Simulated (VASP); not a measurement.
A run of VASP 6.6.1 is set up as follows.

File INCAR:

```
  ALGO = Normal
  EDIFF = 1E-6
  ENCUT = 520
  GGA = CA
  ISIF = 2
  ISMEAR = 0
  LASPH = True
  LCHARG = False
  LREAL = False
  LWAVE = False
  NBANDS = 35
  NELM = 80
  PREC = Accurate
  SIGMA = 0.05
```

KPOINTS

```
k-points
0
Gamma
  6 6 8
```

The input POSCAR:

```
SnO2
1.0
    4.7207174017      0.0000000000      0.0000000000
    0.0000000000      4.7207174017      0.0000000000
    0.0000000000      0.0000000000      3.1887553105
Sn O
2 4
Direct
    0.0000000000      0.0000000000     -0.0131712834
    0.5000000000      0.5000000000      0.5131712834
    0.2523626180      0.3598504812      0.0076632694
    0.2476373820      0.8598504812      0.4923367306
    0.7476373820      0.6401495188      0.0076632694
    0.7523626180      0.1401495188      0.4923367306
```

Potentials or basis: VASP PAW LDA potentials, release 64 (Sn_d, O).

Launch:

```bash
$ cat potpaw_LDA.64/Sn_d/POTCAR potpaw_LDA.64/O/POTCAR > POTCAR
$ mpirun -np 1 vasp_std > vasp.out
```

Question: What does it give for the pressure?

Answer: -4.4 GPa.

Question: Estimate the band gap on the k mesh.

Answer: 1.38 eV, indirect (least direct gap 1.50 eV).

Question: What does it give for the largest force?

Answer: 0.668 eV/Å.

Stress tensor (GPa, compression positive):
```
-5.62  0.00  0.00
 0.00 -2.94  0.00
 0.00  0.00 -4.72
```

Caveat: the cell differs from its parent crystal (mode 4 frozen in at -0.359 Å and mode 5 at -0.042 Å (largest displacements)); spin-orbit coupling is left out, which moves the levels of the heavy elements. A k mesh can miss the band edges.
